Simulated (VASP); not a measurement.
# Ba (P-1) in VASP: single point with PBE

Aim: the single point of Ba with PBE.

All numbers are computed with VASP 6.6.1; they aren't measurements. Logs are shortened: lines on timing, memory, paths and dates and some standing lists are left out, and cuts for length are marked.

**1. The cell of the first run**

The typed cell holds 1 atom: a = 4.533 Å, b = 4.407 Å, c = 4.385 Å, α = 60.74°, β = 63.32°, γ = 61.99°.

**2. Single point, PBE (the cell strained at random)**

File INCAR:

```
SYSTEM = Ba
  ALGO = Fast
  EDIFF = 1E-6
  ENCUT = 520
  GGA = PE
  ISIF = 2
  ISMEAR = 0
  LASPH = .TRUE.
  LCHARG = .FALSE.
  LREAL = .FALSE.
  LWAVE = .FALSE.
  NBANDS = 11
  NELM = 100
  PREC = Accurate
  SIGMA = 0.1
```

File KPOINTS:

```
k-points
0
G
  10 10 10
  0 0 0
```

File POSCAR:

```
Ba
1.0
   -0.1743699503      3.1673005164      3.2383221666
    3.1211057336     -0.0474878489      3.1114400652
    3.1406956835      3.0600083650     -0.0670777988
Ba
1
Direct
    0.0000000000      0.0000000000      0.0000000000
```

Potentials or basis: VASP PAW PBE potentials, release 64 (Ba_sv).

Command:

```bash
$ cat potpaw_PBE.64/Ba_sv/POTCAR > POTCAR
$ mpirun -np 1 vasp_std > vasp.out
```

OUTCAR:

```text
SYSTEM = Ba
   EDIFF = 1E-6
   ENCUT = 520
   GGA = PE
   ISIF = 2
   ISMEAR = 0
   LASPH = .TRUE.
   LREAL = .FALSE.
   NELM = 100
   PREC = Accurate

 ion  position               nearest neighbor table
   1  0.000  0.000  0.000-

  LATTYP: Found a triclinic cell.
 ALAT       =     7.6524119872
 B/A-ratio  =     0.5808900576
 C/A-ratio  =     1.7411553343
 COS(alpha) =     0.0011669391
 COS(beta)  =     0.4757022972
 COS(gamma) =     0.8685056517

  Lattice vectors:

 A1 = (  -3.1602856334,  -6.1675045789,   3.2455956628)
 A2 = (  -0.0195899499,  -3.1074962139,   3.1785178640)
 A3 = ( -12.6979727845,  -2.8577405158,  -2.8504023662)

Analysis of symmetry for initial positions (statically):
=====================================================================
 Subroutine PRICEL returns:
 Original cell was already a primitive cell.

 Routine SETGRP: Setting up the symmetry group for a
 triclinic supercell.

 Subroutine GETGRP returns: Found  2 space group operations
 (whereof  2 operations were pure point group operations)
 out of a pool of  2 trial point group operations.

The static configuration has the point symmetry S_2 .

Analysis of symmetry for dynamics (positions and initial velocities):
=====================================================================
 Subroutine PRICEL returns:
 Original cell was already a primitive cell.

 Routine SETGRP: Setting up the symmetry group for a
 triclinic supercell.

 Subroutine GETGRP returns: Found  2 space group operations
 (whereof  2 operations were pure point group operations)
 out of a pool of  2 trial point group operations.

The dynamic configuration has the point symmetry S_2 .

 Subroutine INISYM returns: Found  2 space group operations
 (whereof  2 operations are pure point group operations),
 and found     1 'primitive' translations

----------------------------------------------------------------------------------------

                                     Primitive cell

  volume of cell :      64.6848

  direct lattice vectors                    reciprocal lattice vectors
    -0.174369950  3.167300516  3.238322167    -0.147141974  0.154308976  0.149954185
     3.121105734 -0.047487849  3.111440065     0.156478036 -0.157052200  0.162033471
     3.140695684  3.060008365 -0.067077799     0.154729529  0.164639755 -0.152697408

  length of vectors
     4.533092531  4.407336540  4.385444105     0.260668905  0.274600828  0.272697589

  position of ions in fractional coordinates (direct lattice)
     0.000000000  0.000000000  0.000000000

  ion indices of the primitive-cell ions
   primitive index   ion index
                 1           1

----------------------------------------------------------------------------------------

 KPOINTS: k-points

Automatic generation of k-mesh.
 Grid dimensions read from file:
 generate k-points for:   10   10   10

 Generating k-lattice:

  Cartesian coordinates                     Fractional coordinates (reciprocal lattice)
    -0.014714197  0.015430898  0.014995418     0.100000000  0.000000000 -0.000000000
     0.015647804 -0.015705220  0.016203347    -0.000000000  0.100000000  0.000000000
     0.015472953  0.016463976 -0.015269741     0.000000000 -0.000000000  0.100000000

  Length of vectors
     0.026066891  0.027460083  0.027269759

  Shift w.r.t. Gamma in fractional coordinates (k-lattice)
     0.000000000  0.000000000  0.000000000

 Subroutine IBZKPT returns following result:
 ===========================================

 Found    504 irreducible k-points:

 Following reciprocal coordinates:
            Coordinates               Weight
  0.000000  0.000000  0.000000      1.000000
  0.100000  0.000000 -0.000000      2.000000
  0.200000  0.000000 -0.000000      2.000000
  0.300000 -0.000000 -0.000000      2.000000
  0.400000 -0.000000 -0.000000      2.000000
  0.500000 -0.000000 -0.000000      1.000000
[... 16 lines left out ...]
 -0.400000  0.200000 -0.000000      2.000000
 -0.300000  0.200000  0.000000      2.000000
 [... further k-points ...]
   k-points           NKPTS =    504   k-points in BZ     NKDIM =    504   number of bands    NBANDS=     11
   number of dos      NEDOS =    301   number of ions     NIONS =      1
   total plane-waves  NPLWV =  46656
   dimension x,y,z NGX =    36 NGY =   36 NGZ =   36
   dimension x,y,z NGXF=    72 NGYF=   72 NGZF=   72
   ions per type =               1
   NGX,Y,Z   is equivalent  to a cutoff of  13.20, 13.58, 13.65 a.u.
   NGXF,Y,Z  is equivalent  to a cutoff of  26.41, 27.16, 27.29 a.u.
 SYSTEM =  Ba
   PREC   = accura    normal or accurate (medium, high low for compatibility)
   ISTART =      0    job   : 0-new  1-cont  2-samecut
   ICHARG =      2    charge: 1-file 2-atom 10-const
   ISPIN  =      1    spin polarized calculation?
   LNONCOLLINEAR =      F non collinear calculations
   LSORBIT =      F    spin-orbit coupling
   LASPH  =      T    aspherical Exc in radial PAW
   ENCUT  =  520.0 eV  38.22 Ry    6.18 a.u.   8.43  8.19  8.15*2*pi/ulx,y,z
   NELM   =    100;   NELMIN=  2; NELMDL= -5     # of ELM steps
   EDIFF  = 0.1E-05   stopping-criterion for ELM
   LREAL  =      F    real-space projection
[... 7 lines left out ...]
   TEBEG  =    0.0;   TEEND  =   0.0 temperature during run
   PSTRESS=    0.0 pullay stress
   NELECT =      10.0000    total number of electrons
   NUPDOWN=      -1.0000    fix difference up-down
   EMIN   =  10.00;   EMAX   =-10.00  energy-range for DOS
   EFERMI =   0.00;   METHOD = LEGACY
   ISMEAR =     0;   SIGMA  =   0.10  broadening in eV -4-tet -1-fermi 0-gaus
   EFERMI_NEDOS =   21; number of points for ismear=-14 and -15
   IALGO  =     68    algorithm
   IMIX   =      4    mixing-type and parameters
     AMIX     =   0.40;   BMIX     =  1.00
     AMIX_MAG =   1.60;   BMIX_MAG =  1.00
  volume/ion in A,a.u.               =      64.68       436.51
  Fermi-wavevector in a.u.,A,eV,Ry     =   0.878633  1.660375 10.503639  0.771996
  Thomas-Fermi vector in A             =   1.998746
   LORBIT       =      0    0 simple, 1 ext, 2 COOP (PROOUT), +10 PAW based schemes
   GGA     = PE    functional components
   LHFCALC =     F    Hartree Fock is set to
   AEXX    =    0.0000 exact exchange contribution
   IVDW    =     0    specifies the selected vdW correction
   LEPSILON=     F    determine dielectric tensor
   LRPA    =     F    only Hartree local field effects (RPA)
 non-spin polarized calculation
 RMM-DIIS sequential band-by-band and
 Gauss-broadening in eV      SIGMA  =   0.10
  energy-cutoff  :      520.00
  volume of cell :       64.68
 maximum number of plane-waves:      1758
 NGX is ok and might be reduce to    36
   NGX = 17   NGY = 17   NGZ = 17

 number of electron      10.0000000 magnetization

 Free energy of the ion-electron system (eV)
  ---------------------------------------------------
  ext. energy  EPLUGINS =         0.00000000
  ---------------------------------------------------
  free energy    TOTEN  =        -1.88171206 eV

  energy without entropy =       -1.87224463  energy(sigma->0) =       -1.87697834

 E-fermi :   1.5928     XC(G=0):  -7.3235

 val. band max:        1.5911834860   @ k =   0.1000  -0.3000   0.4000
 cond. band min:       1.5936313041   @ k =   0.4000  -0.3000   0.3000
 fundamental gap:      0.0024478181
 Fermi energy:         1.5927890969

 k-point     1 :       0.0000    0.0000    0.0000
  band No.  band energies     occupation
      1     -27.3590      2.00000
      2     -12.3492      2.00000
      3     -12.3164      2.00000
      4     -12.3066      2.00000
      5      -1.1773      2.00000
      6       2.9826      0.00000
      7       3.3997      0.00000
      8       3.5863      0.00000
      9       4.7880      0.00000
     10       4.9956      0.00000
     11       7.5218      0.00000

 k-point     2 :       0.1000    0.0000   -0.0000
  band No.  band energies     occupation
      1     -27.3564      2.00000
      2     -12.3856      2.00000
      3     -12.3195      2.00000
      4     -12.3111      2.00000
      5      -1.0229      2.00000
      6       2.8464      0.00000
      7       3.4374      0.00000
      8       3.6222      0.00000
      9       4.7568      0.00000
     10       4.9312      0.00000
     11       7.8694      0.00000

 k-point     3 :       0.2000    0.0000   -0.0000
  band No.  band energies     occupation
      1     -27.3497      2.00000
      2     -12.4795      2.00000
      3     -12.3279      2.00000
      4     -12.3219      2.00000
      5      -0.6016      2.00000
      6       2.5511      0.00000
      7       3.4787      0.00000
      8       3.6525      0.00000
      9       4.8281      0.00000
     10       4.9064      0.00000
     11       8.0308      0.00000

 k-point     4 :       0.3000   -0.0000   -0.0000
  band No.  band energies     occupation
      1     -27.3413      2.00000
      2     -12.5917      2.00000
      3     -12.3402      2.00000
      4     -12.3332      2.00000
      5      -0.0481      2.00000
      6       2.3170      0.00000
      7       3.4022      0.00000
      8       3.5605      0.00000
      9       5.1404      0.00000
     10       5.2249      0.00000
     11       7.4822      0.00000
[... 239 lines left out ...]
 k-point    22 :       0.5000    0.2000   -0.0000
  band No.  band energies     occupation
      1     -27.3248      2.00000
      2     -12.6588      2.00000
      3     -12.4679      2.00000
      4     -12.3808      2.00000
      5       1.0466      2.00000
      6       1.9133      0.00001
      7       2.7239      0.00000
      8       3.9879      0.00000
      9       5.8389      0.00000
     10       5.9204      0.00000
     11       6.9285      0.00000

 k-point    23 :      -0.4000    0.2000   -0.0000
  band No.  band energies     occupation
      1     -27.3243      2.00000
      2     -12.6594      2.00000
      3     -12.4850      2.00000
      4     -12.3723      2.00000
      5       1.1608      2.00000
      6       1.9575      0.00000
      7       2.6830      0.00000
      8       3.9211      0.00000
      9       5.5032      0.00000
     10       6.0423      0.00000
     11       7.1517      0.00000

 k-point    24 :      -0.3000    0.2000    0.0000
  band No.  band energies     occupation
      1     -27.3280      2.00000
      2     -12.6200      2.00000
      3     -12.4818      2.00000
      4     -12.3582      2.00000
      5       0.8481      2.00000
      6       2.1556      0.00000
      7       2.6193      0.00000
      8       3.9622      0.00000
      9       4.8891      0.00000
     10       6.2143      0.00000
     11       7.5935      0.00000

 [... further k-points ...]

------------------------ aborting loop because EDIFF is reached ----------------------------------------

  FORCE on cell =-STRESS in cart. coord.  units (eV):
  Direction    XX          YY          ZZ          XY          YZ          ZX
  --------------------------------------------------------------------------------------
  -------------------------------------------------------------------------------------
  Total        0.0119274     -0.0047573      0.0026805      0.1915660     -0.0879066      0.2140808
  in kB        0.2954293     -0.1178340      0.0663934      4.7448989     -2.1773594      5.3025668
  external PRESSURE =       0.0813296 kB  Pullay stress =       0.0000000 kB

 VOLUME and BASIS-vectors are now :
 -----------------------------------------------------------------------------
  energy-cutoff  :      520.00
  volume of cell :       64.68
      direct lattice vectors                 reciprocal lattice vectors
    -0.174369950  3.167300516  3.238322167    -0.147141974  0.154308976  0.149954185
     3.121105734 -0.047487849  3.111440065     0.156478036 -0.157052200  0.162033471
     3.140695684  3.060008365 -0.067077799     0.154729529  0.164639755 -0.152697408

 POSITION                                       TOTAL-FORCE (eV/Angst)
 -----------------------------------------------------------------------------------
      0.00000      0.00000      0.00000        -0.000000     -0.000000     -0.000000
 -----------------------------------------------------------------------------------
    total drift:                               -0.000000      0.000000      0.000000

  FREE ENERGIE OF THE ION-ELECTRON SYSTEM (eV)
  ---------------------------------------------------
  free  energy   TOTEN  =        -1.8817120566 eV

  energy  without entropy=       -1.8722446298  energy(sigma->0) =       -1.87697834
```

Wall time 1.9 min (1 thread of Intel Xeon 6975P-C (Granite Rapids), shared host); peak memory 0.48 GiB.

What came out:

```yaml
Free_energy: -1.8817 eV
Pressure: 0.0 GPa
Band_gap_on_the_k_mesh: zero (bands 5 and 6 overlap by 0.26 eV)
```

Caveat: the cell differs from its parent crystal (the cell strained at random); spin-orbit coupling is left out, which moves the levels of the heavy elements.
